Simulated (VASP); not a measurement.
Wanted: the native input for a VASP 6.6.1 run.

```yaml
Task: single point
Functional: PBE
Potentials_or_basis: VASP PAW PBE potentials, release 64 (Zr_sv, H)
Cutoff: 500 eV
k_mesh: 4 × 4 × 4
Occupations: gaussian, width 0.2 eV
Spin: no spin polarisation
Dipole_correction: no
Further_INCAR_settings: ALGO = Normal; EDIFF = 1e-06; NBANDS = 18
```

The structure of ZrH5 lies in POSCAR:

```
ZrH5
1.0
    3.7351433327      0.0000000000      0.0000000000
    0.0000000000      3.7351433327      0.0000000000
    0.0000000000      0.0000000000      3.7081228877
Zr H
1 5
Direct
    0.5000000000      0.5000000000      0.0000000000
    0.3882389475      0.0000000000      0.5000000000
    0.6117610525      0.0000000000      0.5000000000
    0.0000000000      0.3882389475      0.5000000000
    0.0000000000      0.6117610525      0.5000000000
    0.5000000000      0.5000000000      0.5000000000
```

One way to write it, as run:

INCAR

```
SYSTEM = ZrH5
PREC = Accurate
ENCUT = 500
EDIFF = 1E-6
ISMEAR = 0
SIGMA = 0.2
LREAL = .False.
LASPH = .True.
NELM = 120
ALGO = Normal
ISIF = 2
LWAVE = .False.
LCHARG = .False.
GGA = PE
NBANDS = 18
GGA_COMPAT = .False.
```

KPOINTS

```
Automatic mesh
0
Gamma
  4 4 4
  0 0 0
```

Potentials or basis: VASP PAW PBE potentials, release 64 (Zr_sv, H).

The run is started by

```bash
$ cat potpaw_PBE.64/Zr_sv/POTCAR potpaw_PBE.64/H/POTCAR > POTCAR
$ mpirun -np 1 vasp_std > vasp.out
```

It gave:

| Item | Value |
| --- | --- |
| Pressure | -0.2 GPa |
| Largest force | 0.005 eV/Å |

Caveat: the k points lie up to 0.42 Å⁻¹ apart.

It took 13 s on 1 thread of AMD EPYC 7R43 64-Core Processor (Zen 3) (shared host), peak memory 0.13 GiB.
